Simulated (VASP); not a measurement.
Input of a VASP 6.6.1 run:

The input INCAR:

```
ALGO     = Normal         # electronic algorithm
EDIFF    = 1E-6           # SCF threshold, eV
ENCUT    = 840            # plane-wave cutoff, eV
GGA      = PE             # functional
GGA_COMPAT= False        
ISIF     = 2              # what is computed and relaxed
ISMEAR   = -5             # smearing method
LASPH    = True           # aspherical terms in the spheres
LCHARG   = False          # write CHGCAR
LREAL    = False          # projectors in reciprocal space
LWAVE    = False          # write WAVECAR
NBANDS   = 15             # bands
NELM     = 120            # most SCF steps
PREC     = Accurate       # precision mode
SIGMA    = 0.1            # smearing width, eV
```

The input KPOINTS:

```
k-points
0
Gamma
  10 10 10
```

File POSCAR:

```
MgO
1.0
    0.0000000000      2.1066500000      2.1066500000
    2.1066500000      0.0000000000      2.1066500000
    2.1066500000      2.1066500000      0.0000000000
Mg O
1 1
Direct
    0.0000000000      0.0000000000      0.0000000000
    0.5000000000      0.5000000000      0.5000000000
```

Potentials or basis: VASP PAW PBE potentials, release 64 (Mg_sv, O).

Run with:

```console
$ cat potpaw_PBE.64/Mg_sv/POTCAR potpaw_PBE.64/O/POTCAR > POTCAR
$ mpirun -np 1 vasp_std > vasp.out
```

(1) Estimate the band gap on the k mesh.

(2) Estimate the pressure.

## Answers

(1) 4.73 eV.

(2) 4.6 GPa.

Caveat: the cell stands under pressure.
